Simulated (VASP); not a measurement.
Here is a VASP 6.6.1 calculation.

INCAR

```
SYSTEM = Ir
PREC     = Accurate       ! precision mode
ENCUT    = 520            ! plane-wave cutoff, eV
EDIFF    = 1E-6           ! SCF threshold, eV
ISMEAR   = -1             ! smearing method
SIGMA    = 0.05           ! smearing width, eV
LREAL    = .FALSE.        ! projectors in reciprocal space
LASPH    = .TRUE.         ! aspherical terms in the spheres
NELM     = 150            ! most SCF steps
ALGO     = Normal         ! electronic algorithm
ISIF     = 2              ! what is computed and relaxed
LWAVE    = .FALSE.        ! write WAVECAR
LCHARG   = .FALSE.        ! write CHGCAR
MAGMOM   = 0 0 0          ! initial moments
LORBIT   = 11             ! projections on sites
LSORBIT  = .TRUE.         ! spin-orbit coupling
GGA_COMPAT= .FALSE.      
LORBMOM  = .TRUE.       
LMAXMIX  = 4              ! l up to which the mixer works
NBANDS   = 20             ! bands
```

The input KPOINTS:

```
Automatic mesh
0
G
  9 9 9
  0 0 0
```

The input POSCAR:

```
Ir
1.0
    0.0000000000      1.9156000000      1.9156000000
    1.9156000000      0.0000000000      1.9156000000
    1.9156000000      1.9156000000      0.0000000000
Ir
1
Direct
    0.0000000000      0.0000000000      0.0000000000
```

Potentials or basis: VASP PAW LDA potentials, release 64 (Ir).

Launch:

```sh
$ cat potpaw_LDA.64/Ir/POTCAR > POTCAR
$ mpirun -np 1 vasp_ncl > vasp.out
```

Task: What does it give for the net moment?

Result: 0.00 μB per cell.

Task: What does it give for the pressure?

Result: -3.2 GPa.

Moments on the atoms (μB; x, y, z):
```
Ir  0.00 0.00 0.00
```
